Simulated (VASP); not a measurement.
# AlN in VASP: further runs

AlN is run at these levels: slater exchange, pbe correlation; tasks: single point.

Everything below comes from runs of VASP 6.6.1. Logs are shortened: lines on timing, memory, paths and dates and some standing lists are left out, and cuts for length are marked.

## Step 1: The cell of the first run

The typed cell holds 4 atoms: a = 2.957 Å, b = 2.957 Å, c = 4.529 Å, α = 90.00°, β = 90.00°, γ = 119.99°.

## Step 2: Single point, slater exchange, pbe correlation

INCAR reads:

```
SYSTEM = AlN
PREC = Accurate
ENCUT = 600
EDIFF = 1E-6
ISMEAR = 1
SIGMA = 0.1
LREAL = .False.
LASPH = .True.
NELM = 120
ALGO = Normal
ISIF = 2
LWAVE = .False.
LCHARG = .False.
GGA = LIBXC
LIBXC1 = LDA_X
LIBXC2 = GGA_C_PBE
ISYM = 0
NBANDS = 16
GGA_COMPAT = .False.
```

KPOINTS reads:

```
Automatic mesh
0
Gamma
  7 7 4
  0.5 0.5 0.5
```

POSCAR reads:

```
AlN
1.0
    2.9570795287      0.0001546606      0.0000000000
   -1.4784058243      2.5609833231      0.0000000000
    0.0000000000      0.0000000000      4.5285443395
Al N
2 2
Direct
    0.3333276613      0.6666723387     -0.0080789409
    0.6666723387      0.3333276613      0.4919210591
    0.3333173635      0.6666826365      0.3880789409
    0.6666826365      0.3333173635      0.8880789409
```

Potentials or basis: VASP PAW PBE potentials, release 64 (Al, N).

Command:

```bash
cat potpaw_PBE.64/Al/POTCAR potpaw_PBE.64/N/POTCAR > POTCAR
mpirun -np 1 vasp_std > vasp.out
```

OUTCAR:

```text
SYSTEM = AlN
   PREC = Accurate
   ENCUT = 600
   EDIFF = 1E-6
   ISMEAR = 1
   LREAL = .False.
   LASPH = .True.
   NELM = 120
   ISIF = 2
   GGA = LIBXC
   ISYM = 0

 ion  position               nearest neighbor table
   1  0.333  0.667  0.992-   4 1.77   4 1.77   4 1.77   3 1.79   2 2.84   2 2.84   2 2.84   2 2.84
                             2 2.84   2 2.84
   2  0.667  0.333  0.492-   3 1.77   3 1.77   3 1.77   4 1.79   1 2.84   1 2.84   1 2.84   1 2.84
                             1 2.84   1 2.84
   3  0.333  0.667  0.388-   2 1.77   2 1.77   2 1.77   1 1.79
   4  0.667  0.333  0.888-   1 1.77   1 1.77   1 1.77   2 1.79

IMPORTANT INFORMATION: All symmetrisations will be switched off!
NOSYMM: (Re-)initialisation of all symmetry stuff for point group C_1.

----------------------------------------------------------------------------------------

                                     Primitive cell

  volume of cell :      34.2958

  direct lattice vectors                    reciprocal lattice vectors
     2.957079529  0.000154661  0.000000000     0.338161283  0.195213927  0.000000000
    -1.478405824  2.560983323  0.000000000    -0.000020422  0.390463225  0.000000000
     0.000000000  0.000000000  4.528544339     0.000000000  0.000000000  0.220821510

  length of vectors
     2.957079533  2.957079533  4.528544339     0.390463226  0.390463226  0.220821510

  position of ions in fractional coordinates (direct lattice)
     0.333327661  0.666672339  0.991921059
     0.666672339  0.333327661  0.491921059
     0.333317364  0.666682636  0.388078941
     0.666682636  0.333317364  0.888078941

  ion indices of the primitive-cell ions
   primitive index   ion index
                 1           1
                 2           2
                 3           3
                 4           4

----------------------------------------------------------------------------------------

 KPOINTS: Automatic mesh

Automatic generation of k-mesh.
 Grid dimensions read from file:
 generate k-points for:    7    7    4

 Generating k-lattice:

  Cartesian coordinates                     Fractional coordinates (reciprocal lattice)
     0.048308755  0.027887704  0.000000000     0.142857143  0.000000000  0.000000000
    -0.000002917  0.055780461  0.000000000    -0.000000000  0.142857143  0.000000000
     0.000000000  0.000000000  0.055205378     0.000000000  0.000000000  0.250000000

  Length of vectors
     0.055780461  0.055780461  0.055205378

  Shift w.r.t. Gamma in fractional coordinates (k-lattice)
     0.500000000  0.500000000  0.500000000

 Subroutine IBZKPT returns following result:
 ===========================================

 Found     98 irreducible k-points:

 Following reciprocal coordinates:
            Coordinates               Weight
  0.071429  0.071429  0.125000      2.000000
 -0.071429 -0.071429  0.125000      2.000000
  0.214286  0.071429  0.125000      2.000000
 -0.214286 -0.071429  0.125000      2.000000
  0.071429  0.214286 -0.125000      2.000000
 -0.071429 -0.214286 -0.125000      2.000000
[... 16 lines left out ...]
 -0.071429  0.071429  0.125000      2.000000
  0.071429 -0.071429  0.125000      2.000000
 [... further k-points ...]
   k-points           NKPTS =     98   k-points in BZ     NKDIM =     98   number of bands    NBANDS=     16
   number of dos      NEDOS =    301   number of ions     NIONS =      4
   total plane-waves  NPLWV =  20736
   dimension x,y,z NGX =    24 NGY =   24 NGZ =   36
   dimension x,y,z NGXF=    48 NGYF=   48 NGZF=   72
   ions per type =               2   2
   NGX,Y,Z   is equivalent  to a cutoff of  13.49, 13.49, 13.22 a.u.
   NGXF,Y,Z  is equivalent  to a cutoff of  26.99, 26.99, 26.43 a.u.
 SYSTEM =  AlN
   PREC   = accura    normal or accurate (medium, high low for compatibility)
   ISTART =      0    job   : 0-new  1-cont  2-samecut
   ICHARG =      2    charge: 1-file 2-atom 10-const
   ISPIN  =      1    spin polarized calculation?
   LNONCOLLINEAR =      F non collinear calculations
   LSORBIT =      F    spin-orbit coupling
   LASPH  =      T    aspherical Exc in radial PAW
   ENCUT  =  600.0 eV  44.10 Ry    6.64 a.u.   5.91  5.91  9.04*2*pi/ulx,y,z
   NELM   =    120;   NELMIN=  2; NELMDL= -5     # of ELM steps
   EDIFF  = 0.1E-05   stopping-criterion for ELM
   LREAL  =      F    real-space projection
   EDIFFG = 0.1E-04   stopping-criterion for IOM
   NSW    =      0    number of steps for IOM
   IBRION =     -1    ionic relax: 0-MD 1-quasi-New 2-CG
   NFREE  =      0    steps in history (QN), initial steepest desc. (CG)
   ISIF   =      2    stress and relaxation
   ISYM   =      0    0-nonsym 1-usesym 2-fastsym
   POTIM  = 0.5000    time-step for ionic-motion
   TEBEG  =    0.0;   TEEND  =   0.0 temperature during run
   PSTRESS=    0.0 pullay stress
   NELECT =      16.0000    total number of electrons
   NUPDOWN=      -1.0000    fix difference up-down
   EMIN   =  10.00;   EMAX   =-10.00  energy-range for DOS
   EFERMI =   0.00;   METHOD = LEGACY
   ISMEAR =     1;   SIGMA  =   0.10  broadening in eV -4-tet -1-fermi 0-gaus
   EFERMI_NEDOS =   21; number of points for ismear=-14 and -15
   IALGO  =     38    algorithm
   IMIX   =      4    mixing-type and parameters
     AMIX     =   0.40;   BMIX     =  1.00
     AMIX_MAG =   1.60;   BMIX_MAG =  1.00
  volume/ion in A,a.u.               =       8.57        57.86
  Fermi-wavevector in a.u.,A,eV,Ry     =   1.269700  2.399384 21.934458  1.612137
  Thomas-Fermi vector in A             =   2.402727
   LORBIT       =      0    0 simple, 1 ext, 2 COOP (PROOUT), +10 PAW based schemes
   GGA     = LIBXC    functional components
   LHFCALC =     F    Hartree Fock is set to
   AEXX    =    0.0000 exact exchange contribution
   IVDW    =     0    specifies the selected vdW correction
   LEPSILON=     F    determine dielectric tensor
   LRPA    =     F    only Hartree local field effects (RPA)
 non-spin polarized calculation
 Methfessel and Paxton  Order N= 1 SIGMA  =   0.10
  energy-cutoff  :      600.00
  volume of cell :       34.30
 maximum number of plane-waves:      1155
   NGX = 11   NGY = 11   NGZ = 19

 number of electron      16.0000005 magnetization

 Free energy of the ion-electron system (eV)
  ---------------------------------------------------
  ext. energy  EPLUGINS =         0.00000000
  ---------------------------------------------------
  free energy    TOTEN  =       -34.94443371 eV

  energy without entropy =      -34.94477279  energy(sigma->0) =      -34.94454674

 E-fermi :   8.1624     XC(G=0): -12.4126

 val. band max:        8.0848679331   @ k =  -0.0714   0.0714   0.1250
 cond. band min:      13.0715643027   @ k =  -0.3571  -0.3571   0.1250
 fundamental gap:      4.9866963696
 Fermi energy:         8.1623834884

 k-point     1 :       0.0714    0.0714    0.1250
  band No.  band energies     occupation
      1      -8.1604      2.00000
      2      -5.3088      2.00000
      3       1.4796      2.00000
      4       5.9250      2.00000
      5       6.1952      2.00000
      6       6.8585      2.00000
[... 8 lines left out ...]
     15      21.9245      0.00000
     16      22.6245      0.00000

 k-point     2 :      -0.0714   -0.0714    0.1250
  band No.  band energies     occupation
      1      -8.1604      2.00000
      2      -5.3088      2.00000
      3       1.4796      2.00000
      4       5.9250      2.00000
      5       6.1952      2.00000
      6       6.8585      2.00000
[... 8 lines left out ...]
     15      21.9245      0.00000
     16      22.6245      0.00000

 k-point     3 :       0.2143    0.0714    0.1250
  band No.  band energies     occupation
      1      -7.4060      2.00000
      2      -4.9409      2.00000
      3       2.1365      2.00000
      4       4.0019      2.00000
      5       4.8766      2.00000
      6       5.9524      2.00000
[... 8 lines left out ...]
     15      22.1017      0.00000
     16      22.5862      0.00000

 k-point     4 :      -0.2143   -0.0714    0.1250
  band No.  band energies     occupation
      1      -7.4060      2.00000
      2      -4.9409      2.00000
      3       2.1365      2.00000
      4       4.0019      2.00000
      5       4.8766      2.00000
      6       5.9524      2.00000
[... 8 lines left out ...]
     15      22.1017      0.00000
     16      22.5862      0.00000

 k-point     5 :       0.0714    0.2143   -0.1250
  band No.  band energies     occupation
      1      -7.4060      2.00000
      2      -4.9409      2.00000
      3       2.1365      2.00000
      4       4.0019      2.00000
      5       4.8766      2.00000
      6       5.9524      2.00000
[... 8 lines left out ...]
     15      22.1017      0.00000
     16      22.5862      0.00000

 k-point     6 :      -0.0714   -0.2143   -0.1250
  band No.  band energies     occupation
      1      -7.4060      2.00000
      2      -4.9409      2.00000
      3       2.1365      2.00000
      4       4.0019      2.00000
      5       4.8766      2.00000
      6       5.9524      2.00000
[... 8 lines left out ...]
     15      22.1017      0.00000
     16      22.5862      0.00000

 k-point     7 :       0.3571    0.0714    0.1250
  band No.  band energies     occupation
      1      -6.2928      2.00000
      2      -4.7281      2.00000
      3       1.8536      2.00000
      4       3.3001      2.00000
      5       4.0100      2.00000
      6       5.2761      2.00000
[... 8 lines left out ...]
     15      22.5951      0.00000
     16      24.3432      0.00000

 k-point     8 :      -0.3571   -0.0714    0.1250
  band No.  band energies     occupation
      1      -6.2928      2.00000
      2      -4.7281      2.00000
      3       1.8536      2.00000
      4       3.3001      2.00000
      5       4.0100      2.00000
      6       5.2761      2.00000
[... 8 lines left out ...]
     15      22.5951      0.00000
     16      24.3432      0.00000

 k-point     9 :       0.0714    0.3571   -0.1250
  band No.  band energies     occupation
      1      -6.2928      2.00000
      2      -4.7281      2.00000
      3       1.8536      2.00000
      4       3.3001      2.00000
      5       4.0100      2.00000
      6       5.2761      2.00000
[... 8 lines left out ...]
     15      22.5951      0.00000
     16      24.3432      0.00000
[... 172 lines left out ...]
 k-point    19 :      -0.2143    0.0714    0.1250
  band No.  band energies     occupation
      1      -7.8494      2.00000
      2      -5.1417      2.00000
      3       1.7696      2.00000
      4       5.0297      2.00000
      5       5.5321      2.00000
      6       6.4400      2.00000
[... 8 lines left out ...]
     15      21.5403      0.00000
     16      22.4304      0.00000

 k-point    20 :       0.2143   -0.0714    0.1250
  band No.  band energies     occupation
      1      -7.8494      2.00000
      2      -5.1417      2.00000
      3       1.7696      2.00000
      4       5.0297      2.00000
      5       5.5321      2.00000
      6       6.4400      2.00000
[... 8 lines left out ...]
     15      21.5403      0.00000
     16      22.4304      0.00000

 k-point    21 :       0.0714   -0.2143   -0.1250
  band No.  band energies     occupation
      1      -7.8494      2.00000
      2      -5.1417      2.00000
      3       1.7696      2.00000
      4       5.0297      2.00000
      5       5.5321      2.00000
      6       6.4400      2.00000
[... 8 lines left out ...]
     15      21.5403      0.00000
     16      22.4304      0.00000

 k-point    22 :      -0.0714    0.2143   -0.1250
  band No.  band energies     occupation
      1      -7.8494      2.00000
      2      -5.1417      2.00000
      3       1.7696      2.00000
      4       5.0297      2.00000
      5       5.5321      2.00000
      6       6.4400      2.00000
[... 8 lines left out ...]
     15      21.5403      0.00000
     16      22.4304      0.00000

 k-point    23 :      -0.0714    0.0714    0.1250
  band No.  band energies     occupation
      1      -8.3200      2.00000
      2      -5.4014      2.00000
      3       1.3264      2.00000
      4       6.4110      2.00000
      5       6.6343      2.00000
      6       7.1750      2.00000
[... 8 lines left out ...]
     15      22.0834      0.00000
     16      22.1689      0.00000

 k-point    24 :       0.0714   -0.0714    0.1250
  band No.  band energies     occupation
      1      -8.3200      2.00000
      2      -5.4014      2.00000
      3       1.3264      2.00000
      4       6.4110      2.00000
      5       6.6343      2.00000
      6       7.1750      2.00000
[... 8 lines left out ...]
     15      22.0834      0.00000
     16      22.1689      0.00000

 [... further k-points ...]
[... 5 lines left out ...]
  --------------------------------------------------------------------------------------
  -------------------------------------------------------------------------------------
  Total        9.6236220      9.6234508      9.4244005     -0.0001498     -0.0000002      0.0000001
  in kB      449.5806857    449.5726902    440.2737842     -0.0069993     -0.0000093      0.0000047
  external PRESSURE =     446.4757200 kB  Pullay stress =       0.0000000 kB

 VOLUME and BASIS-vectors are now :
 -----------------------------------------------------------------------------
  energy-cutoff  :      600.00
  volume of cell :       34.30
      direct lattice vectors                 reciprocal lattice vectors
     2.957079529  0.000154661  0.000000000     0.338161283  0.195213927  0.000000000
    -1.478405824  2.560983323  0.000000000    -0.000020422  0.390463225  0.000000000
     0.000000000  0.000000000  4.528544339     0.000000000  0.000000000  0.220821510

 POSITION                                       TOTAL-FORCE (eV/Angst)
 -----------------------------------------------------------------------------------
      0.00006      1.70739      4.49196        -0.000208      0.000120     -0.032282
      1.47861      0.85375      2.22769         0.000208     -0.000120     -0.032283
      0.00002      1.70741      1.75743        -0.000222      0.000129      0.032283
      1.47866      0.85372      4.02170         0.000222     -0.000129      0.032283
 -----------------------------------------------------------------------------------
    total drift:                                0.000000     -0.000000      0.001012

  FREE ENERGIE OF THE ION-ELECTRON SYSTEM (eV)
  ---------------------------------------------------
  free  energy   TOTEN  =       -34.9444337130 eV

  energy  without entropy=      -34.9447727915  energy(sigma->0) =      -34.94454674
```

It took 44 s on 1 thread of AMD EPYC 7R13 (Zen 3), shared host; peak memory 0.16 GiB.

Results:

- Free energy: -34.9444 eV
- Pressure: 44.6 GPa
- Largest force: 0.032 eV/Å
- Band gap on the k mesh: 4.99 eV (least direct gap 6.06 eV)

Forces in eV/Å, atoms in the order of the input:
```
Al   0.000  0.000 -0.032
Al   0.000  0.000 -0.032
N    0.000  0.000  0.032
N    0.000  0.000  0.032
```

Stress tensor (GPa, compression positive):
```
44.96  0.00  0.00
 0.00 44.96  0.00
 0.00  0.00 44.03
```

Levels at points of the mesh, in eV from the valence-band top:
```tsv
k point	band 4	band 5	band 6	band 7	band 8	band 9	band 10	band 11	band 12	band 13
(0.07, 0.07, 0.12)	-2.16	-1.89	-1.23	-0.61	-0.01	6.44	8.37	10.29	10.62	12.17
```

Caveat: the cell stands under pressure; the PAW data sets were made with another functional, which shifts forces and pressure a little; a shifted mesh leaves out Γ, where band edges can lie.

## Step 3: Single point, slater exchange, pbe correlation

This run uses another cell than the first one, of 8.84 Å³/atom.

INCAR reads:

```
SYSTEM = AlN
PREC = Accurate
ENCUT = 600
EDIFF = 1E-6
ISMEAR = 1
SIGMA = 0.1
LREAL = .FALSE.
LASPH = .TRUE.
NELM = 120
ALGO = Normal
ISIF = 2
LWAVE = .FALSE.
LCHARG = .FALSE.
GGA = LIBXC
LIBXC1 = LDA_X
LIBXC2 = GGA_C_PBE
ISYM = 0
NBANDS = 16
GGA_COMPAT = .FALSE.
```

KPOINTS is that of step 2.

POSCAR reads:

```
AlN
1.0
    2.9682767335      0.0001386372      0.0000000000
   -1.4840183034      2.5706723752      0.0000000000
    0.0000000000      0.0000000000      4.6349896908
Al N
2 2
Direct
    0.3333316620      0.6666683380     -0.0048089602
    0.6666683380      0.3333316620      0.4951910398
    0.3333132453      0.6666867547      0.3848089602
    0.6666867547      0.3333132453      0.8848089602
```

Potentials or basis: VASP PAW PBE potentials, release 64 (Al, N).

Command:

```bash
cat potpaw_PBE.64/Al/POTCAR potpaw_PBE.64/N/POTCAR > POTCAR
mpirun -np 1 vasp_std > vasp.out
```

Run time: 48 s. Hardware: 1 thread of AMD EPYC 7R13 (Zen 3), shared host; peak memory 0.16 GiB.

Results (log left out):

| Item | Value |
| --- | --- |
| Free energy | -35.2068 eV |
| Pressure | 34.2 GPa |
| Largest force | 0.023 eV/Å |
| Band gap on the k mesh | 5.00 eV (least direct gap 5.94 eV) |

Forces on the atoms (eV/Å):
```
Al   0.000  0.000 -0.023
Al   0.000  0.000 -0.023
N    0.000  0.000  0.023
N    0.000  0.000  0.023
```

Stress tensor (GPa, compression positive):
```
34.45  0.00  0.00
 0.00 34.45  0.00
 0.00  0.00 33.75
```

Levels at points of the mesh, in eV from the valence-band top:
| k point | band 5 | band 6 | band 7 | band 8 | band 9 | band 10 | band 11 | band 12 |
| --- | --- | --- | --- | --- | --- | --- | --- | --- |
| (0.07, 0.07, 0.12) | -1.62 | -1.01 | -0.40 | 0.00 | 6.34 | 8.38 | 10.38 | 10.48 |

Caveat: the cell stands under pressure; the PAW data sets were made with another functional, which shifts forces and pressure a little; a shifted mesh leaves out Γ, where band edges can lie. A k mesh can miss the band edges.

## Step 4: Single point, slater exchange, pbe correlation

This run uses another cell than the first one, of 9.13 Å³/atom.

INCAR reads:

```
PREC = Accurate ; ENCUT = 600
EDIFF = 1E-6 ; ISMEAR = 1
SIGMA = 0.1 ; LREAL = F
LASPH = T ; NELM = 120
ALGO = Normal ; ISIF = 2
LWAVE = F ; LCHARG = F
GGA = LIBXC ; LIBXC1 = LDA_X
LIBXC2 = GGA_C_PBE ; ISYM = 0
NBANDS = 16 ; GGA_COMPAT = F
```

KPOINTS is that of step 3.

POSCAR reads:

```
AlN
1.0
    2.9915963703      0.0001308766      0.0000000000
   -1.4956848427      2.5908638929      0.0000000000
    0.0000000000      0.0000000000      4.7130266185
Al N
2 2
Direct
    0.3333309139      0.6666690861     -0.0033764217
    0.6666690861      0.3333309139      0.4966235783
    0.3333152105      0.6666847895      0.3833764217
    0.6666847895      0.3333152105      0.8833764217
```

Command:

```bash
cat potpaw_PBE.64/Al/POTCAR potpaw_PBE.64/N/POTCAR > POTCAR
mpirun -np 1 vasp_std > vasp.out
```

Run time: 47 s. Hardware: 1 thread of AMD EPYC 7R13 (Zen 3), shared host; peak memory 0.16 GiB.

Results (log left out):

```
Free energy            : -35.4176 eV
Pressure               : 23.8 GPa
Largest force          : 0.018 eV/Å
Band gap on the k mesh : 4.98 eV (least direct gap 5.71 eV)
```

Forces on the atoms (eV/Å):
```
Al   0.000  0.000 -0.018
Al   0.000  0.000 -0.018
N    0.000  0.000  0.018
N    0.000  0.000  0.018
```

Stress tensor (GPa, compression positive):
```
23.94  0.00  0.00
 0.00 23.95  0.00
 0.00  0.00 23.40
```

Levels at points of the mesh, in eV from the valence-band top:
```
           k point  band 5  band 6  band 7  band 8  band 9  band 10  band 11  band 12
(0.07, 0.07, 0.12)   -1.49   -0.91   -0.30    0.00    6.12     8.21    10.28    10.32
```

Caveat: the cell stands under pressure; the PAW data sets were made with another functional, which shifts forces and pressure a little; a shifted mesh leaves out Γ, where band edges can lie.

## Step 5: Summary

```tsv
cell	gap on the mesh (eV)	pressure (GPa)	largest force (eV/Å)
a = 2.957, b = 2.957, c = 4.529 Å, angles 90.0, 90.0, 120.0°, 4 atoms, atomic positions A	4.99	44.6	0.03
a = 2.968, b = 2.968, c = 4.635 Å, angles 90.0, 90.0, 120.0°, 4 atoms, atomic positions B	5.00	34.2	0.02
a = 2.992, b = 2.992, c = 4.713 Å, angles 90.0, 90.0, 120.0°, 4 atoms, atomic positions C	4.98	23.8	0.02
```

Alike in all rows: task single point; level slater exchange, pbe correlation; potentials or basis VASP PAW PBE potentials, release 64 (Al, N); no spin polarisation; k mesh 7 × 7 × 4, shifted; cutoff (eV) 600; smearing methfessel-paxton 0.1 eV.

Caveats: the cell stands under pressure; the PAW data sets were made with another functional, which shifts forces and pressure a little; a shifted mesh leaves out Γ, where band edges can lie.

Total energies depend on the potentials used, so only differences within one code and one set of settings carry meaning.
